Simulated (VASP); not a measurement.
Ta2O5, 7 atoms in the cell. The structure is orthorhombic, space group Pmmm (No. 47). Conventional cell: a = 3.606 Å, b = 3.773 Å, c = 6.094 Å, α = 90.00°, β = 90.00°, γ = 90.00°. Ta (site symmetry mmm) has 6 O at 1.89 to 2.10 Å within 2.5 Å. Ta (site symmetry mmm) has 6 O at 1.80 to 1.97 Å within 2.4 Å. O (site symmetry mm2) has 3 Ta at 1.97 to 2.10 Å and 9 O at 2.16 to 2.82 Å within 2.9 Å. O (site symmetry mmm) has 2 Ta at 1.89 Å within 2.5 Å. Within 2.4 Å of O (site symmetry mmm) lie 2 Ta at 1.80 Å. O (site symmetry mmm) has 2 Ta at 1.89 Å within 2.5 Å. 

```yaml
Program: VASP 6.6.1
Task: single point
Functional: PBEsol
Potentials_or_basis: VASP PAW PBE potentials, release 64 (Ta_sv_GW, O)
Cutoff: 700 eV
k_mesh: 10 × 10 × 6
Occupations: gaussian, width 0.02 eV
Spin: no spin polarisation
Dipole_correction: no
Further_INCAR_settings: ALGO = Normal; EDIFF = 1e-06; NBANDS = 37
```

Potentials or basis: VASP PAW PBE potentials, release 64 (Ta_sv_GW, O).

Command:

```bash
$ cat potpaw_PBE.64/Ta_sv_GW/POTCAR potpaw_PBE.64/O/POTCAR > POTCAR
$ mpirun -np 1 vasp_std > vasp.out
```

Hardware: 1 thread of Intel(R) Xeon(R) 6975P-C (Granite Rapids), with other jobs on the host.

Q: How long does it take, and how much memory?

A: Run time: 5.2 min on 1 thread of Intel(R) Xeon(R) 6975P-C (Granite Rapids), on a shared host, peak memory 0.65 GiB. Counts: scf iterations 19, k points 144.
